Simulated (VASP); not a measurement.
# TiO2 in VASP: single point with PBEsol

Aim: the single point of TiO2 with PBEsol.

Program: VASP 6.6.1. These are calculated values, not measurements. Logs are shortened: lines on timing, memory, paths and dates and some standing lists are left out, and cuts for length are marked.

## 1. The cell of the first run

The cell holds a slab with vacuum, 15 atoms: a = 3.770 Å, b = 3.770 Å, c = 25.363 Å, α = 90.00°, β = 90.00°, γ = 90.00°.

## 2. Single point, PBEsol

Contents of INCAR:

```
SYSTEM = TiO2
ALGO = Normal
DIPOL = 0.5 0.5 0.500
EDIFF = 1E-6
ENCUT = 520
GGA = PS
IDIPOL = 3
ISIF = 2
ISMEAR = 0
LASPH = .TRUE.
LCHARG = .TRUE.
LDIPOL = .TRUE.
LELF = .TRUE.
LREAL = Auto
LVACPOTAV = .TRUE.
LVHAR = .TRUE.
LWAVE = .FALSE.
NBANDS = 73
NELM = 100
PREC = Accurate
SIGMA = 0.05
```

Contents of KPOINTS:

```
k-points
0
G
  7 7 1
  0 0 0
```

Contents of POSCAR:

```
TiO2
1.0
    3.7697832588      0.0000000000      0.0000000000
    0.0000000000      3.7697832588      0.0000000000
    0.0000000000      0.0000000000     25.3631029665
O Ti
10 5
Direct
    0.5000000000      0.0000000000      0.2957051434
    0.0000000000      0.5000000000      0.3276953174
    0.5000000000      0.5000000000      0.3898550282
    0.0000000000      0.0000000000      0.4218452022
    0.0000000000      0.5000000000      0.4840049130
    0.5000000000      0.0000000000      0.5159950870
    0.0000000000      0.0000000000      0.5781547978
    0.5000000000      0.5000000000      0.6101449718
    0.5000000000      0.0000000000      0.6723046826
    0.0000000000      0.5000000000      0.7042948566
    0.5000000000      0.5000000000      0.3117002304
    0.0000000000      0.5000000000      0.4058501152
    0.0000000000      0.0000000000      0.5000000000
    0.5000000000      0.0000000000      0.5941498848
    0.5000000000      0.5000000000      0.6882997696
```

Potentials or basis: VASP PAW PBE potentials, release 64 (O, Ti_sv).

Launch:

```bash
cat potpaw_PBE.64/O/POTCAR potpaw_PBE.64/Ti_sv/POTCAR > POTCAR
mpirun -np 1 vasp_std > vasp.out
```

OUTCAR:

```text
SYSTEM = TiO2
   EDIFF = 1E-6
   ENCUT = 520
   GGA = PS
   ISIF = 2
   ISMEAR = 0
   LASPH = .TRUE.
   LREAL = Auto
   NELM = 100
   PREC = Accurate

 ion  position               nearest neighbor table
   1  0.500  0.000  0.296-  11 1.93  11 1.93
   2  0.000  0.500  0.328-  11 1.93  11 1.93  12 1.98
   3  0.500  0.500  0.390-  12 1.93  12 1.93  11 1.98
   4  0.000  0.000  0.422-  12 1.93  12 1.93  13 1.98
   5  0.000  0.500  0.484-  13 1.93  13 1.93  12 1.98
   6  0.500  0.000  0.516-  13 1.93  13 1.93  14 1.98
   7  0.000  0.000  0.578-  14 1.93  14 1.93  13 1.98
   8  0.500  0.500  0.610-  14 1.93  14 1.93  15 1.98
   9  0.500  0.000  0.672-  15 1.93  15 1.93  14 1.98
  10  0.000  0.500  0.704-  15 1.93  15 1.93
  11  0.500  0.500  0.312-   1 1.93   2 1.93   1 1.93   2 1.93   3 1.98
  12  0.000  0.500  0.406-   4 1.93   4 1.93   3 1.93   3 1.93   5 1.98   2 1.98
  13  0.000  0.000  0.500-   5 1.93   6 1.93   5 1.93   6 1.93   4 1.98   7 1.98
  14  0.500  0.000  0.594-   7 1.93   7 1.93   8 1.93   8 1.93   6 1.98   9 1.98
  15  0.500  0.500  0.688-   9 1.93  10 1.93   9 1.93  10 1.93   8 1.98

  LATTYP: Found a simple tetragonal cell.
 ALAT       =     3.7697832588
 C/A-ratio  =     6.7280003187

  Lattice vectors:

 A1 = (   3.7697832588,   0.0000000000,   0.0000000000)
 A2 = (   0.0000000000,   3.7697832588,   0.0000000000)
 A3 = (   0.0000000000,   0.0000000000,  25.3631029665)

Analysis of symmetry for initial positions (statically):
=====================================================================
 Subroutine PRICEL returns:
 Original cell was already a primitive cell.

 Routine SETGRP: Setting up the symmetry group for a
 simple tetragonal supercell.

 Subroutine GETGRP returns: Found  8 space group operations
 (whereof  8 operations were pure point group operations)
 out of a pool of 16 trial point group operations.

The static configuration has the point symmetry D_2d.

Analysis of symmetry for dynamics (positions and initial velocities):
=====================================================================
 Subroutine PRICEL returns:
 Original cell was already a primitive cell.

 Routine SETGRP: Setting up the symmetry group for a
 simple tetragonal supercell.

 Subroutine GETGRP returns: Found  8 space group operations
 (whereof  8 operations were pure point group operations)
 out of a pool of 16 trial point group operations.

The dynamic configuration has the point symmetry D_2d.

 Subroutine INISYM returns: Found  8 space group operations
 (whereof  8 operations are pure point group operations),
 and found     1 'primitive' translations

----------------------------------------------------------------------------------------

                                     Primitive cell

  volume of cell :     360.4418

  direct lattice vectors                    reciprocal lattice vectors
     3.769783259  0.000000000  0.000000000     0.265267240  0.000000000  0.000000000
     0.000000000  3.769783259  0.000000000     0.000000000  0.265267240  0.000000000
     0.000000000  0.000000000 25.363102967     0.000000000  0.000000000  0.039427352

  length of vectors
     3.769783259  3.769783259 25.363102967     0.265267240  0.265267240  0.039427352

  position of ions in fractional coordinates (direct lattice)
     0.500000000  0.000000000  0.295705143
     0.000000000  0.500000000  0.327695317
     0.500000000  0.500000000  0.389855028
     0.000000000  0.000000000  0.421845202
     0.000000000  0.500000000  0.484004913
     0.500000000  0.000000000  0.515995087
     0.000000000  0.000000000  0.578154798
     0.500000000  0.500000000  0.610144972
     0.500000000  0.000000000  0.672304683
     0.000000000  0.500000000  0.704294857
     0.500000000  0.500000000  0.311700230
     0.000000000  0.500000000  0.405850115
     0.000000000  0.000000000  0.500000000
     0.500000000  0.000000000  0.594149885
     0.500000000  0.500000000  0.688299770

  ion indices of the primitive-cell ions
   primitive index   ion index
                 1           1
                 2           2
                 3           3
                 4           4
                 5           5
                 6           6
                 7           7
                 8           8
                 9           9
                10          10
                11          11
                12          12
                13          13
                14          14
                15          15

----------------------------------------------------------------------------------------

 KPOINTS: k-points

Automatic generation of k-mesh.
 Grid dimensions read from file:
 generate k-points for:    7    7    1

 Generating k-lattice:

  Cartesian coordinates                     Fractional coordinates (reciprocal lattice)
     0.037895320  0.000000000  0.000000000     0.142857143  0.000000000  0.000000000
     0.000000000  0.037895320  0.000000000     0.000000000  0.142857143  0.000000000
     0.000000000  0.000000000  0.039427352     0.000000000  0.000000000  1.000000000

  Length of vectors
     0.037895320  0.037895320  0.039427352

  Shift w.r.t. Gamma in fractional coordinates (k-lattice)
     0.000000000  0.000000000  0.000000000

 Subroutine IBZKPT returns following result:
 ===========================================

 Found     10 irreducible k-points:

 Following reciprocal coordinates:
            Coordinates               Weight
  0.000000  0.000000  0.000000      1.000000
  0.142857  0.000000  0.000000      4.000000
  0.285714  0.000000  0.000000      4.000000
  0.428571  0.000000  0.000000      4.000000
  0.142857  0.142857  0.000000      4.000000
  0.285714  0.142857  0.000000      8.000000
  0.428571  0.142857  0.000000      8.000000
  0.285714  0.285714  0.000000      4.000000
  0.428571  0.285714  0.000000      8.000000
  0.428571  0.428571  0.000000      4.000000
   k-points           NKPTS =     10   k-points in BZ     NKDIM =     10   number of bands    NBANDS=     73
   number of dos      NEDOS =    301   number of ions     NIONS =     15
   total plane-waves  NPLWV = 150528
   dimension x,y,z NGX =    28 NGY =   28 NGZ =  192
   dimension x,y,z NGXF=    56 NGYF=   56 NGZF=  384
   ions per type =              10   5
   NGX,Y,Z   is equivalent  to a cutoff of  12.35, 12.35, 12.58 a.u.
   NGXF,Y,Z  is equivalent  to a cutoff of  24.70, 24.70, 25.17 a.u.
 SYSTEM =  TiO2
   PREC   = accura    normal or accurate (medium, high low for compatibility)
   ISTART =      0    job   : 0-new  1-cont  2-samecut
   ICHARG =      2    charge: 1-file 2-atom 10-const
   ISPIN  =      1    spin polarized calculation?
   LNONCOLLINEAR =      F non collinear calculations
   LSORBIT =      F    spin-orbit coupling
   LASPH  =      T    aspherical Exc in radial PAW
   ENCUT  =  520.0 eV  38.22 Ry    6.18 a.u.   7.01  7.01 47.16*2*pi/ulx,y,z
   NELM   =    100;   NELMIN=  2; NELMDL= -5     # of ELM steps
   EDIFF  = 0.1E-05   stopping-criterion for ELM
   LREAL  =      T    real-space projection
   EDIFFG = 0.1E-04   stopping-criterion for IOM
   NSW    =      0    number of steps for IOM
   IBRION =     -1    ionic relax: 0-MD 1-quasi-New 2-CG
   NFREE  =      0    steps in history (QN), initial steepest desc. (CG)
   ISIF   =      2    stress and relaxation
   ISYM   =      2    0-nonsym 1-usesym 2-fastsym
   POTIM  = 0.5000    time-step for ionic-motion
   TEBEG  =    0.0;   TEEND  =   0.0 temperature during run
   PSTRESS=    0.0 pullay stress
   NELECT =     120.0000    total number of electrons
   NUPDOWN=      -1.0000    fix difference up-down
   EMIN   =  10.00;   EMAX   =-10.00  energy-range for DOS
   EFERMI =   0.00;   METHOD = LEGACY
   ISMEAR =     0;   SIGMA  =   0.05  broadening in eV -4-tet -1-fermi 0-gaus
   EFERMI_NEDOS =   21; number of points for ismear=-14 and -15
   IALGO  =     38    algorithm
   IMIX   =      4    mixing-type and parameters
     AMIX     =   0.40;   BMIX     =  1.00
     AMIX_MAG =   1.60;   BMIX_MAG =  1.00
  volume/ion in A,a.u.               =      24.03       162.16
  Fermi-wavevector in a.u.,A,eV,Ry     =   1.134637  2.144153 17.516149  1.287401
  Thomas-Fermi vector in A             =   2.271341
   LORBIT       =      0    0 simple, 1 ext, 2 COOP (PROOUT), +10 PAW based schemes
   GGA     = PS    functional components
   LHFCALC =     F    Hartree Fock is set to
   AEXX    =    0.0000 exact exchange contribution
   IVDW    =     0    specifies the selected vdW correction
   LEPSILON=     F    determine dielectric tensor
   LRPA    =     F    only Hartree local field effects (RPA)
 non-spin polarized calculation
 Gauss-broadening in eV      SIGMA  =   0.05
  energy-cutoff  :      520.00
  volume of cell :      360.44
 maximum number of plane-waves:      9746
   NGX = 15   NGY = 15   NGZ = 95

 dipolmoment           0.000000      0.000000      0.000000 electrons x Angstroem

 number of electron     119.9999943 magnetization

 dipolmoment           0.000000      0.000000     -0.000000 electrons x Angstroem

 Free energy of the ion-electron system (eV)
  ---------------------------------------------------
  ext. energy  EPLUGINS =         0.00000000
  ---------------------------------------------------
  free energy    TOTEN  =      -138.36869408 eV

  energy without entropy =     -138.36869408  energy(sigma->0) =     -138.36869408

 E-fermi :  -0.9040     XC(G=0):  -5.7184

 val. band max:       -1.2825990980   @ k =   0.4286   0.4286   0.0000
 cond. band min:       0.2735224304   @ k =   0.0000   0.0000   0.0000
 fundamental gap:      1.5561215284
 Fermi energy:        -0.9039626964

 k-point     1 :       0.0000    0.0000    0.0000
  band No.  band energies     occupation
      1     -57.9856      2.00000
      2     -57.9583      2.00000
      3     -57.9407      2.00000
      4     -57.8434      2.00000
      5     -57.8433      2.00000
      6     -34.5500      2.00000
[... 64 lines left out ...]
     71       2.1623      0.00000
     72       2.3304      0.00000

 k-point     2 :       0.1429    0.0000    0.0000
  band No.  band energies     occupation
      1     -57.9840      2.00000
      2     -57.9576      2.00000
      3     -57.9411      2.00000
      4     -57.8432      2.00000
      5     -57.8429      2.00000
      6     -34.5497      2.00000
[... 64 lines left out ...]
     71       1.8997      0.00000
     72       2.0365      0.00000

 k-point     3 :       0.2857    0.0000    0.0000
  band No.  band energies     occupation
      1     -57.9802      2.00000
      2     -57.9564      2.00000
      3     -57.9421      2.00000
      4     -57.8431      2.00000
      5     -57.8419      2.00000
      6     -34.5496      2.00000
[... 514 lines left out ...]
     71       2.6007      0.00000
     72       2.6139      0.00000

 k-point    10 :       0.4286    0.4286    0.0000
  band No.  band energies     occupation
      1     -57.9650      2.00000
      2     -57.9515      2.00000
      3     -57.9497      2.00000
      4     -57.8408      2.00000
      5     -57.8408      2.00000
      6     -34.5406      2.00000
[... 64 lines left out ...]
     71       2.7964      0.00000
     72       2.8278      0.00000
 [bands above 72 left out]

------------------------ aborting loop because EDIFF is reached ----------------------------------------

  FORCE on cell =-STRESS in cart. coord.  units (eV):
  Direction    XX          YY          ZZ          XY          YZ          ZX
  --------------------------------------------------------------------------------------
  -------------------------------------------------------------------------------------
  Total       -6.7962766     -6.7962766     -2.6560109      0.0000000      0.0000000      0.0000000
  in kB      -30.2097047    -30.2097047    -11.8060683      0.0000000      0.0000000      0.0000000
  external PRESSURE =     -24.0751592 kB  Pullay stress =       0.0000000 kB

 VOLUME and BASIS-vectors are now :
 -----------------------------------------------------------------------------
  energy-cutoff  :      520.00
  volume of cell :      360.44
      direct lattice vectors                 reciprocal lattice vectors
     3.769783259  0.000000000  0.000000000     0.265267240  0.000000000  0.000000000
     0.000000000  3.769783259  0.000000000     0.000000000  0.265267240  0.000000000
     0.000000000  0.000000000 25.363102967     0.000000000  0.000000000  0.039427352

 POSITION                                       TOTAL-FORCE (eV/Angst)
 -----------------------------------------------------------------------------------
      1.88489      0.00000      7.50000         0.000000      0.000000     -0.549722
      0.00000      1.88489      8.31137        -0.000000      0.000000     -0.142984
      1.88489      1.88489      9.88793         0.000000     -0.000000     -0.592309
      0.00000      0.00000     10.69930         0.000000      0.000000      0.077312
      0.00000      1.88489     12.27587         0.000000      0.000000     -0.007007
      1.88489      0.00000     13.08724         0.000000      0.000000      0.007007
      0.00000      0.00000     14.66380         0.000000      0.000000     -0.077312
      1.88489      1.88489     15.47517         0.000000      0.000000      0.592309
      1.88489      0.00000     17.05173         0.000000      0.000000      0.142984
      0.00000      1.88489     17.86310         0.000000      0.000000      0.549722
      1.88489      1.88489      7.90569         0.000000      0.000000      1.384529
      0.00000      1.88489     10.29362         0.000000      0.000000     -0.214867
      0.00000      0.00000     12.68155         0.000000      0.000000      0.000000
      1.88489      0.00000     15.06948         0.000000      0.000000      0.214867
      1.88489      1.88489     17.45742        -0.000000     -0.000000     -1.384529
 -----------------------------------------------------------------------------------
    total drift:                                0.000000      0.000000      0.000000

  FREE ENERGIE OF THE ION-ELECTRON SYSTEM (eV)
  ---------------------------------------------------
  free  energy   TOTEN  =      -138.3686940849 eV

  energy  without entropy=     -138.3686940849  energy(sigma->0) =     -138.36869408

 vacuum level on the upper side and lower side of the slab         4.542         4.542
```

Run time: 19 min. Hardware: 1 thread of Intel Xeon 8259CL, shared host; peak memory 0.46 GiB.

Results:

```
Free energy            : -138.3687 eV
Largest force          : 1.385 eV/Å
Band gap on the k mesh : 1.56 eV (least direct gap 2.04 eV)
```

Forces on the atoms (eV/Å):
```
O    0.000  0.000 -0.550
O    0.000  0.000 -0.143
O    0.000  0.000 -0.592
O    0.000  0.000  0.077
O    0.000  0.000 -0.007
O    0.000  0.000  0.007
O    0.000  0.000 -0.077
O    0.000  0.000  0.592
O    0.000  0.000  0.143
O    0.000  0.000  0.550
Ti   0.000  0.000  1.385
Ti   0.000  0.000 -0.215
Ti   0.000  0.000  0.000
Ti   0.000  0.000  0.215
Ti   0.000  0.000 -1.385
```

Levels at points of the mesh, in eV from the valence-band top:
| k point | band 56 | band 57 | band 58 | band 59 | band 60 | band 61 | band 62 | band 63 | band 64 | band 65 |
| --- | --- | --- | --- | --- | --- | --- | --- | --- | --- | --- |
| (0.00, 0.00, 0.00) | -0.95 | -0.74 | -0.74 | -0.48 | -0.48 | 1.56 | 1.76 | 2.00 | 2.22 | 2.27 |

Caveat: the PAW data sets were made with another functional, which shifts forces and pressure a little.
